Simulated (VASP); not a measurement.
# AlN (Fm-3m) in VASP: notebook, part 2 of 2

VASP 6.6.1.

## Step 3: Single point, LDA (volume scaled by 0.96)

The input, INCAR:

```
SYSTEM = AlN
ALGO     = Normal         ! electronic algorithm
EDIFF    = 1E-7           ! SCF threshold, eV
ENCUT    = 520            ! plane-wave cutoff, eV
ISIF     = 2              ! what is computed and relaxed
ISMEAR   = -1             ! smearing method
LASPH    = .TRUE.         ! aspherical terms in the spheres
LCHARG   = .FALSE.        ! write CHGCAR
LREAL    = .FALSE.        ! projectors in reciprocal space
LWAVE    = .FALSE.        ! write WAVECAR
NBANDS   = 11             ! bands
NELM     = 80             ! most SCF steps
PREC     = Accurate       ! precision mode
SIGMA    = 0.02           ! smearing width, eV
```

The input, KPOINTS:

```
k-points
0
G
  10 10 10
  0 0 0
```

The input, POSCAR:

```
AlN
1.0
    0.0000000000      1.9512669932      1.9512669932
    1.9512669932      0.0000000000      1.9512669932
    1.9512669932      1.9512669932      0.0000000000
Al N
1 1
Direct
    0.0000000000      0.0000000000      0.0000000000
    0.5000000000      0.5000000000      0.5000000000
```

Potentials or basis: VASP PAW LDA potentials, release 64 (Al, N).

The run is started by

```sh
$ cat potpaw_LDA.64/Al/POTCAR potpaw_LDA.64/N/POTCAR > POTCAR
$ mpirun -np 1 vasp_std > vasp.out
```

OUTCAR:

```text
SYSTEM = AlN
   EDIFF = 1E-7
   ENCUT = 520
   ISIF = 2
   ISMEAR = -1
   LASPH = .TRUE.
   LREAL = .FALSE.
   NELM = 80
   PREC = Accurate

 ion  position               nearest neighbor table
   1  0.000  0.000  0.000-   2 1.95   2 1.95   2 1.95   2 1.95   2 1.95   2 1.95
   2  0.500  0.500  0.500-   1 1.95   1 1.95   1 1.95   1 1.95   1 1.95   1 1.95

  LATTYP: Found a face centered cubic cell.
 ALAT       =     3.9025339864

  Lattice vectors:

 A1 = (   0.0000000000,   1.9512669932,   1.9512669932)
 A2 = (   1.9512669932,   0.0000000000,   1.9512669932)
 A3 = (   1.9512669932,   1.9512669932,   0.0000000000)

Analysis of symmetry for initial positions (statically):
=====================================================================
 Subroutine PRICEL returns:
 Original cell was already a primitive cell.

 Routine SETGRP: Setting up the symmetry group for a
 face centered cubic supercell.

 Subroutine GETGRP returns: Found 48 space group operations
 (whereof 48 operations were pure point group operations)
 out of a pool of 48 trial point group operations.

The static configuration has the point symmetry O_h .

Analysis of symmetry for dynamics (positions and initial velocities):
=====================================================================
 Subroutine PRICEL returns:
 Original cell was already a primitive cell.

 Routine SETGRP: Setting up the symmetry group for a
 face centered cubic supercell.

 Subroutine GETGRP returns: Found 48 space group operations
 (whereof 48 operations were pure point group operations)
 out of a pool of 48 trial point group operations.

The dynamic configuration has the point symmetry O_h .

 Subroutine INISYM returns: Found 48 space group operations
 (whereof 48 operations are pure point group operations),
 and found     1 'primitive' translations

----------------------------------------------------------------------------------------

                                     Primitive cell

[... 112 lines left out ...]
  Fermi-wavevector in a.u.,A,eV,Ry     =   1.331818  2.516771 24.133177  1.773739
  Thomas-Fermi vector in A             =   2.460800
   LORBIT       =      0    0 simple, 1 ext, 2 COOP (PROOUT), +10 PAW based schemes
   GGA     = CA    functional components
   LHFCALC =     F    Hartree Fock is set to
   AEXX    =    0.0000 exact exchange contribution
   IVDW    =     0    specifies the selected vdW correction
   LEPSILON=     F    determine dielectric tensor
   LRPA    =     F    only Hartree local field effects (RPA)
 non-spin polarized calculation
  energy-cutoff  :      520.00
  volume of cell :       14.86
 maximum number of plane-waves:       411
 NGX is ok and might be reduce to    24
   NGX = 11   NGY = 11   NGZ = 11

 number of electron       8.0000000 magnetization

 Free energy of the ion-electron system (eV)
  ---------------------------------------------------
  ext. energy  EPLUGINS =         0.00000000
  ---------------------------------------------------
  free energy    TOTEN  =       -16.12386607 eV

  energy without entropy =      -16.12386607  energy(sigma->0) =      -16.12386607

 E-fermi :  11.6559     XC(G=0): -13.0800

 val. band max:       11.1578900150   @ k =   0.0000   0.0000   0.0000
 cond. band min:      16.1375013970   @ k =   0.5000   0.5000   0.0000
 fundamental gap:      4.9796113820
 Fermi energy:        11.6558838740

 k-point     1 :       0.0000    0.0000    0.0000
  band No.  band energies     occupation
      1      -7.2596      2.00000
      2      11.1579      2.00000
      3      11.1579      2.00000
      4      11.1579      2.00000
      5      18.5525      0.00000
      6      23.5022      0.00000
      7      23.5022      0.00000
      8      23.5022      0.00000
      9      29.0267      0.00000
     10      29.5729      0.00000
     11      29.5729      0.00000
[... 309 lines left out ...]
 k-point    24 :       0.4000    0.3000    0.0000
  band No.  band energies     occupation
      1      -3.8336      2.00000
      2       4.8874      2.00000
      3       8.0348      2.00000
      4       8.6140      2.00000
      5      17.5240      0.00000
      6      18.6768      0.00000
      7      24.5202      0.00000
      8      27.8968      0.00000
      9      28.7928      0.00000
     10      33.9904      0.00000
     11      37.2564      0.00000

 [... further k-points ...]
[... 5 lines left out ...]
  --------------------------------------------------------------------------------------
  -------------------------------------------------------------------------------------
  Total        2.5727587      2.5727587      2.5727587      0.0000000      0.0000000      0.0000000
  in kB      277.4147533    277.4147533    277.4147533      0.0000000      0.0000000      0.0000000
  external PRESSURE =     277.4147533 kB  Pullay stress =       0.0000000 kB

 VOLUME and BASIS-vectors are now :
 -----------------------------------------------------------------------------
  energy-cutoff  :      520.00
  volume of cell :       14.86
      direct lattice vectors                 reciprocal lattice vectors
     0.000000000  1.951266993  1.951266993    -0.256243765  0.256243765  0.256243765
     1.951266993  0.000000000  1.951266993     0.256243765 -0.256243765  0.256243765
     1.951266993  1.951266993  0.000000000     0.256243765  0.256243765 -0.256243765

 POSITION                                       TOTAL-FORCE (eV/Angst)
 -----------------------------------------------------------------------------------
      0.00000      0.00000      0.00000        -0.000000     -0.000000      0.000000
      1.95127      1.95127      1.95127         0.000000      0.000000     -0.000000
 -----------------------------------------------------------------------------------
    total drift:                               -0.000000     -0.000000      0.000000

  FREE ENERGIE OF THE ION-ELECTRON SYSTEM (eV)
  ---------------------------------------------------
  free  energy   TOTEN  =       -16.1238660718 eV

  energy  without entropy=      -16.1238660718  energy(sigma->0) =      -16.12386607
```

stdout:

```text
POSCAR found type information on POSCAR AlN
 POSCAR found :  2 types and       2 ions
 scaLAPACK will be used
 LDA part: xc-table for (Slater(with rela. corr.)+CA(PZ))
 , standard interpolation
 POSCAR, INCAR and KPOINTS ok, starting setup
 FFT: planning ... GRIDC
 FFT: planning ... GRID_SOFT
 FFT: planning ... GRID
 WAVECAR not read
 entering main loop
```

Wall time 11 s (1 thread of Intel Xeon 8259CL, shared host); peak memory 0.13 GiB.

What came out:

- Free energy: -16.1239 eV
- Pressure: 27.7 GPa
- Band gap on the k mesh: 4.98 eV, indirect (least direct gap 7.39 eV)

Levels at points of the mesh, in eV from the valence-band top:
```csv
k point,band 1,band 2,band 3,band 4,band 5,band 6,band 7,band 8,band 9
"(0.00, 0.00, 0.00)",-18.42,0.00,0.00,0.00,7.39,12.34,12.34,12.34,17.87
"(0.50, 0.00, 0.00)",-14.64,-9.06,-1.30,-1.30,6.82,11.68,11.68,14.71,17.11
"(0.50, 0.50, 0.00)",-13.47,-8.16,-3.10,-3.10,4.98,5.53,15.23,18.71,18.71
```

 A k mesh can miss the band edges.

## Step 4: Single point, LDA (volume scaled by 0.99)

The input, INCAR:

```
ALGO = Normal
EDIFF = 1E-6
ENCUT = 520
ISIF = 2
ISMEAR = -1
LASPH = True
LCHARG = False
LREAL = False
LWAVE = False
NBANDS = 11
NELM = 100
PREC = Accurate
SIGMA = 0.02
```

The input, KPOINTS:

```
k-points
0
Gamma
  10 10 10
```

The input, POSCAR:

```
AlN
1.0
    0.0000000000      1.9713845660      1.9713845660
    1.9713845660      0.0000000000      1.9713845660
    1.9713845660      1.9713845660      0.0000000000
Al N
1 1
Direct
    0.0000000000      0.0000000000      0.0000000000
    0.5000000000      0.5000000000      0.5000000000
```

Potentials or basis: VASP PAW LDA potentials, release 64 (Al, N).

The run is started by

```sh
$ cat potpaw_LDA.64/Al/POTCAR potpaw_LDA.64/N/POTCAR > POTCAR
$ mpirun -np 1 vasp_std > vasp.out
```

OUTCAR:

```text
EDIFF = 1E-6
   ENCUT = 520
   ISIF = 2
   ISMEAR = -1
   LASPH = True
   LREAL = False
   NELM = 100
   PREC = Accurate

 ion  position               nearest neighbor table
   1  0.000  0.000  0.000-   2 1.97   2 1.97   2 1.97   2 1.97   2 1.97   2 1.97
   2  0.500  0.500  0.500-   1 1.97   1 1.97   1 1.97   1 1.97   1 1.97   1 1.97

  LATTYP: Found a face centered cubic cell.
 ALAT       =     3.9427691320

  Lattice vectors:

 A1 = (   0.0000000000,   1.9713845660,   1.9713845660)
 A2 = (   1.9713845660,   0.0000000000,   1.9713845660)
 A3 = (   1.9713845660,   1.9713845660,   0.0000000000)

Analysis of symmetry for initial positions (statically):
=====================================================================
 Subroutine PRICEL returns:
 Original cell was already a primitive cell.

 Routine SETGRP: Setting up the symmetry group for a
 face centered cubic supercell.

 Subroutine GETGRP returns: Found 48 space group operations
 (whereof 48 operations were pure point group operations)
 out of a pool of 48 trial point group operations.

The static configuration has the point symmetry O_h .

Analysis of symmetry for dynamics (positions and initial velocities):
=====================================================================
 Subroutine PRICEL returns:
 Original cell was already a primitive cell.

 Routine SETGRP: Setting up the symmetry group for a
 face centered cubic supercell.

 Subroutine GETGRP returns: Found 48 space group operations
 (whereof 48 operations were pure point group operations)
 out of a pool of 48 trial point group operations.

The dynamic configuration has the point symmetry O_h .

 Subroutine INISYM returns: Found 48 space group operations
 (whereof 48 operations are pure point group operations),
 and found     1 'primitive' translations

----------------------------------------------------------------------------------------

                                     Primitive cell

  volume of cell :      15.3230

  direct lattice vectors                    reciprocal lattice vectors
     0.000000000  1.971384566  1.971384566    -0.253628850  0.253628850  0.253628850
     1.971384566  0.000000000  1.971384566     0.253628850 -0.253628850  0.253628850
     1.971384566  1.971384566  0.000000000     0.253628850  0.253628850 -0.253628850

  length of vectors
     2.787958790  2.787958790  2.787958790     0.439298054  0.439298054  0.439298054

  position of ions in fractional coordinates (direct lattice)
     0.000000000  0.000000000  0.000000000
     0.500000000  0.500000000  0.500000000

  ion indices of the primitive-cell ions
   primitive index   ion index
                 1           1
                 2           2

----------------------------------------------------------------------------------------

 KPOINTS: k-points

Automatic generation of k-mesh.
 Grid dimensions read from file:
 generate k-points for:   10   10   10

 Generating k-lattice:

  Cartesian coordinates                     Fractional coordinates (reciprocal lattice)
    -0.025362885  0.025362885  0.025362885     0.100000000  0.000000000  0.000000000
     0.025362885 -0.025362885  0.025362885     0.000000000  0.100000000  0.000000000
     0.025362885  0.025362885 -0.025362885     0.000000000  0.000000000  0.100000000

  Length of vectors
     0.043929805  0.043929805  0.043929805

  Shift w.r.t. Gamma in fractional coordinates (k-lattice)
     0.000000000  0.000000000  0.000000000

 Subroutine IBZKPT returns following result:
 ===========================================

 Found     47 irreducible k-points:

 Following reciprocal coordinates:
            Coordinates               Weight
  0.000000  0.000000  0.000000      1.000000
  0.100000  0.000000  0.000000      8.000000
  0.200000  0.000000  0.000000      8.000000
  0.300000  0.000000  0.000000      8.000000
  0.400000  0.000000  0.000000      8.000000
  0.500000  0.000000  0.000000      4.000000
[... 16 lines left out ...]
  0.300000  0.300000  0.000000      6.000000
  0.400000  0.300000  0.000000     24.000000
 [... further k-points ...]
   k-points           NKPTS =     47   k-points in BZ     NKDIM =     47   number of bands    NBANDS=     11
   number of dos      NEDOS =    301   number of ions     NIONS =      2
   total plane-waves  NPLWV =  13824
   dimension x,y,z NGX =    24 NGY =   24 NGZ =   24
   dimension x,y,z NGXF=    48 NGYF=   48 NGZF=   48
   ions per type =               1   1
   NGX,Y,Z   is equivalent  to a cutoff of  14.31, 14.31, 14.31 a.u.
   NGXF,Y,Z  is equivalent  to a cutoff of  28.62, 28.62, 28.62 a.u.
 SYSTEM =  unknown system
   PREC   = accura    normal or accurate (medium, high low for compatibility)
   ISTART =      0    job   : 0-new  1-cont  2-samecut
   ICHARG =      2    charge: 1-file 2-atom 10-const
   ISPIN  =      1    spin polarized calculation?
   LNONCOLLINEAR =      F non collinear calculations
   LSORBIT =      F    spin-orbit coupling
   LASPH  =      T    aspherical Exc in radial PAW
   ENCUT  =  520.0 eV  38.22 Ry    6.18 a.u.   5.18  5.18  5.18*2*pi/ulx,y,z
   NELM   =    100;   NELMIN=  2; NELMDL= -5     # of ELM steps
   EDIFF  = 0.1E-05   stopping-criterion for ELM
   LREAL  =      F    real-space projection
   EDIFFG = 0.1E-04   stopping-criterion for IOM
   NSW    =      0    number of steps for IOM
   IBRION =     -1    ionic relax: 0-MD 1-quasi-New 2-CG
   NFREE  =      0    steps in history (QN), initial steepest desc. (CG)
   ISIF   =      2    stress and relaxation
   ISYM   =      2    0-nonsym 1-usesym 2-fastsym
   POTIM  = 0.5000    time-step for ionic-motion
   TEBEG  =    0.0;   TEEND  =   0.0 temperature during run
   PSTRESS=    0.0 pullay stress
   NELECT =       8.0000    total number of electrons
   NUPDOWN=      -1.0000    fix difference up-down
   EMIN   =  10.00;   EMAX   =-10.00  energy-range for DOS
   EFERMI =   0.00;   METHOD = LEGACY
   ISMEAR =    -1;   SIGMA  =   0.02  broadening in eV -4-tet -1-fermi 0-gaus
   EFERMI_NEDOS =   21; number of points for ismear=-14 and -15
   IALGO  =     38    algorithm
   IMIX   =      4    mixing-type and parameters
     AMIX     =   0.40;   BMIX     =  1.00
     AMIX_MAG =   1.60;   BMIX_MAG =  1.00
  volume/ion in A,a.u.               =       7.66        51.70
  Fermi-wavevector in a.u.,A,eV,Ry     =   1.318227  2.491087 23.643142  1.737722
  Thomas-Fermi vector in A             =   2.448212
   LORBIT       =      0    0 simple, 1 ext, 2 COOP (PROOUT), +10 PAW based schemes
   GGA     = CA    functional components
   LHFCALC =     F    Hartree Fock is set to
   AEXX    =    0.0000 exact exchange contribution
   IVDW    =     0    specifies the selected vdW correction
   LEPSILON=     F    determine dielectric tensor
   LRPA    =     F    only Hartree local field effects (RPA)
 non-spin polarized calculation
  energy-cutoff  :      520.00
  volume of cell :       15.32
 maximum number of plane-waves:       424
 NGX is ok and might be reduce to    24
   NGX = 11   NGY = 11   NGZ = 11

 number of electron       8.0000000 magnetization

 Free energy of the ion-electron system (eV)
  ---------------------------------------------------
  ext. energy  EPLUGINS =         0.00000000
  ---------------------------------------------------
  free energy    TOTEN  =       -16.18810478 eV

  energy without entropy =      -16.18810478  energy(sigma->0) =      -16.18810478

 E-fermi :  11.1671     XC(G=0): -12.9317

 val. band max:       10.7254600886   @ k =   0.0000   0.0000   0.0000
 cond. band min:      15.7730915090   @ k =   0.5000   0.5000   0.0000
 fundamental gap:      5.0476314203
 Fermi energy:        11.1671492124

 k-point     1 :       0.0000    0.0000    0.0000
  band No.  band energies     occupation
      1      -7.3915      2.00000
      2      10.7255      2.00000
      3      10.7255      2.00000
      4      10.7255      2.00000
      5      17.6325      0.00000
      6      22.9782      0.00000
      7      22.9782      0.00000
      8      22.9782      0.00000
      9      28.4135      0.00000
     10      28.9117      0.00000
     11      28.9117      0.00000
[... 309 lines left out ...]
 k-point    24 :       0.4000    0.3000    0.0000
  band No.  band energies     occupation
      1      -4.0706      2.00000
      2       4.5866      2.00000
      3       7.6939      2.00000
      4       8.2559      2.00000
      5      17.0594      0.00000
      6      17.9612      0.00000
      7      23.7115      0.00000
      8      27.0662      0.00000
      9      27.9181      0.00000
     10      33.2047      0.00000
     11      36.3397      0.00000

 [... further k-points ...]

------------------------ aborting loop because EDIFF is reached ----------------------------------------

  FORCE on cell =-STRESS in cart. coord.  units (eV):
  Direction    XX          YY          ZZ          XY          YZ          ZX
  --------------------------------------------------------------------------------------
  -------------------------------------------------------------------------------------
  Total        1.5869564      1.5869564      1.5869564     -0.0000000     -0.0000000      0.0000000
  in kB      165.9325237    165.9325237    165.9325237     -0.0000000     -0.0000000      0.0000000
  external PRESSURE =     165.9325237 kB  Pullay stress =       0.0000000 kB

 VOLUME and BASIS-vectors are now :
 -----------------------------------------------------------------------------
  energy-cutoff  :      520.00
  volume of cell :       15.32
      direct lattice vectors                 reciprocal lattice vectors
     0.000000000  1.971384566  1.971384566    -0.253628850  0.253628850  0.253628850
     1.971384566  0.000000000  1.971384566     0.253628850 -0.253628850  0.253628850
     1.971384566  1.971384566  0.000000000     0.253628850  0.253628850 -0.253628850

 POSITION                                       TOTAL-FORCE (eV/Angst)
 -----------------------------------------------------------------------------------
      0.00000      0.00000      0.00000        -0.000000      0.000000      0.000000
      1.97138      1.97138      1.97138         0.000000     -0.000000     -0.000000
 -----------------------------------------------------------------------------------
    total drift:                               -0.000000     -0.000000      0.000000

  FREE ENERGIE OF THE ION-ELECTRON SYSTEM (eV)
  ---------------------------------------------------
  free  energy   TOTEN  =       -16.1881047760 eV

  energy  without entropy=      -16.1881047760  energy(sigma->0) =      -16.18810478
```

OSZICAR:

```text
N       E                     dE             d eps       ncg     rms          rms(c)
DAV:   1     0.872680314902E+01    0.87268E+01   -0.41031E+03  1074   0.625E+02
DAV:   2    -0.175849984060E+02   -0.26312E+02   -0.25217E+02  1253   0.133E+02
DAV:   3    -0.181545771241E+02   -0.56958E+00   -0.56892E+00  1234   0.170E+01
DAV:   4    -0.181562421289E+02   -0.16650E-02   -0.16649E-02  1151   0.114E+00
DAV:   5    -0.181562509534E+02   -0.88245E-05   -0.88245E-05  1190   0.771E-02    0.803E+00
DAV:   6    -0.162521617198E+02    0.19041E+01   -0.79481E+00  1088   0.150E+01    0.292E+00
DAV:   7    -0.162070778905E+02    0.45084E-01   -0.16163E-01  1193   0.270E+00    0.180E+00
DAV:   8    -0.161882226773E+02    0.18855E-01   -0.12622E-02  1082   0.104E+00    0.267E-01
DAV:   9    -0.161881043215E+02    0.11836E-03   -0.59126E-04  1175   0.140E-01    0.155E-01
DAV:  10    -0.161881051862E+02   -0.86468E-06   -0.20820E-05  1133   0.329E-02    0.241E-02
DAV:  11    -0.161881047760E+02    0.41017E-06   -0.73868E-07   634   0.602E-03
   1 F= -.16188105E+02 E0= -.16188105E+02  d E =-.715204E-12
```

It took 11 s on 1 thread of Intel Xeon 8259CL, shared host; peak memory 0.12 GiB.

Results:

```
Free energy            : -16.1881 eV
Pressure               : 16.6 GPa
Band gap on the k mesh : 5.05 eV, indirect (least direct gap 6.91 eV)
```

Levels at points of the mesh, in eV from the valence-band top:
| k point | band 1 | band 2 | band 3 | band 4 | band 5 | band 6 | band 7 | band 8 |
| --- | --- | --- | --- | --- | --- | --- | --- | --- |
| (0.00, 0.00, 0.00) | -18.12 | 0.00 | 0.00 | 0.00 | 6.91 | 12.25 | 12.25 | 12.25 |
| (0.50, 0.00, 0.00) | -14.47 | -8.85 | -1.23 | -1.23 | 6.62 | 11.42 | 11.42 | 14.26 |
| (0.50, 0.50, 0.00) | -13.34 | -7.94 | -3.02 | -3.02 | 5.05 | 5.21 | 14.83 | 18.20 |

 A k mesh can miss the band edges.

## Step 5: The runs side by side

| cell | gap on the mesh (eV) | pressure (GPa) |
| --- | --- | --- |
| a = 2.779 Å, angles 60.0°, 2 atoms | 5.03 | 20.1 |
| a = 2.760 Å, angles 60.0°, 2 atoms | 4.98 | 27.7 |
| a = 2.788 Å, angles 60.0°, 2 atoms | 5.05 | 16.6 |

Alike in all rows: task single point; level LDA; potentials or basis VASP PAW LDA potentials, release 64 (Al, N); no spin polarisation; k mesh 10 × 10 × 10; cutoff (eV) 520; smearing fermi-dirac 0.02 eV.

Absolute energies hang on the potentials; compare differences alone.
